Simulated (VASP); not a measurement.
Input of a VASP 6.6.1 run:

The input INCAR:

```
SYSTEM = ZrTlAs
PREC = Accurate
ENCUT = 520
EDIFF = 1E-6
ISMEAR = 0
SIGMA = 0.1
LREAL = .False.
LASPH = .True.
NELM = 100
ALGO = Normal
ISIF = 2
LWAVE = .False.
LCHARG = .False.
GGA = PE
NBANDS = 39
```

Contents of KPOINTS:

```
Automatic mesh
0
Gamma
  4 4 2
  0 0 0
```

Contents of POSCAR:

```
ZrTlAs
1.0
    4.4257485400      0.0000000000      0.0000000000
    0.0000000000      4.4257485400      0.0000000000
    0.0000000000      0.0000000000      7.7267163700
Zr Tl As
2 2 2
Direct
    0.0000000000      0.0000000000      0.0000000000
    0.5000000000      0.5000000000      0.0000000000
    0.0000000000      0.5000000000      0.3094968800
    0.5000000000      0.0000000000      0.6905031200
    0.0000000000      0.5000000000      0.8456838100
    0.5000000000      0.0000000000      0.1543161900
```

Potentials or basis: VASP PAW PBE potentials, release 64 (Zr_sv, Tl_d, As).

The run is started by

```sh
$ cat potpaw_PBE.64/Zr_sv/POTCAR potpaw_PBE.64/Tl_d/POTCAR potpaw_PBE.64/As/POTCAR > POTCAR
$ mpirun -np 1 vasp_std > vasp.out
```

Q: Estimate the pressure.

A: 16.6 GPa.

Q: What does it give for the largest force?

A: 2.929 eV/Å.

Forces in eV/Å, atoms in the order of the input:
```
Zr   0.000  0.000  0.000
Zr   0.000  0.000  0.000
Tl   0.000  0.000  1.538
Tl   0.000  0.000 -1.538
As   0.000  0.000 -2.929
As   0.000  0.000  2.929
```

Caveat: the k points lie up to 0.41 Å⁻¹ apart, too coarse for converged energies and pressures of a metal; forces of over 1 eV/Å act on the atoms, so gaps and moduli don't describe the material at rest.
